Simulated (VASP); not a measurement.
B4HN4: single point with PBE+D3(BJ)

B4HN4, a slab with vacuum:

```
B N H
1.0
     5.01753    0.00000    0.00000
    -2.50876    4.34530    0.00000
     0.00000    0.00000   15.50000
B N H
4 4 1
Direct
  0.00000 0.00000 0.25806
  0.00000 0.50000 0.25806
  0.50000 0.00000 0.25806
  0.50000 0.50000 0.25806
  0.33333 0.16667 0.25806
  0.33333 0.66667 0.25806
  0.83333 0.16667 0.25806
  0.83333 0.66667 0.25806
  0.00000 0.00000 0.44650
```

| Property | Result |
| --- | --- |
| Program | VASP 6.6.1 |
| Task | single point |
| Functional | PBE |
| Dispersion | D3(BJ) |
| Potentials or basis | VASP PAW PBE potentials, release 64 (B, N, H) |
| Cutoff | 520 eV |
| k mesh | 6 × 6 × 1 |
| Occupations | gaussian, width 0.05 eV |
| Spin | collinear spin, ferromagnetic start |
| Starting moments | [0.0, 0.0, 0.0, 0.0, 0.0, 0.0, 0.0, 0.0, 1.0] μB |

* Largest force: 0.014 eV/Å
* Band gap on the k mesh: 3.77 eV, indirect (least direct gap 4.60 eV)
* Net moment: 1.00 μB per cell
* Site moments: B -0.00, +0.00; N +0.00; H +0.38 μB
* Valence electrons inside the program's atomic spheres: B 2.16; N 4.01; H 0.38
* Dispersion energy per atom: -0.074 eV

Forces in eV/Å, atoms in the order of the input:
```
B    0.000  0.000  0.014
B    0.001  0.001  0.007
B    0.000 -0.001  0.007
B   -0.001  0.001  0.007
N    0.005  0.003 -0.013
N    0.000  0.000  0.005
N   -0.005  0.003 -0.013
N    0.000 -0.006 -0.013
H    0.000  0.000  0.001
```

Levels at points of the mesh, in eV from the valence-band top:
Spin up:
| k point | band 14 | band 15 | band 16 | band 17 | band 18 | band 19 | band 20 | band 21 |
| --- | --- | --- | --- | --- | --- | --- | --- | --- |
| (0.00, 0.00, 0.00) | -1.35 | -0.91 | -0.91 | -0.87 | 4.72 | 4.78 | 4.78 | 5.02 |
| (0.50, 0.00, 0.00) | -2.96 | -1.69 | -1.13 | -1.06 | 5.70 | 5.71 | 5.94 | 6.90 |
Spin down:
| k point | band 14 | band 15 | band 16 | band 17 | band 18 | band 19 |
| --- | --- | --- | --- | --- | --- | --- |
| (0.00, 0.00, 0.00) | -0.91 | -0.90 | -0.90 | 3.77 | 4.76 | 4.78 |
| (0.50, 0.00, 0.00) | -2.96 | -1.12 | -1.12 | 4.82 | 5.72 | 5.74 |

It took 4.6 min on 1 thread of Intel(R) Xeon(R) Platinum 8488C (Sapphire Rapids), with other jobs on the host, peak memory 0.64 GiB.
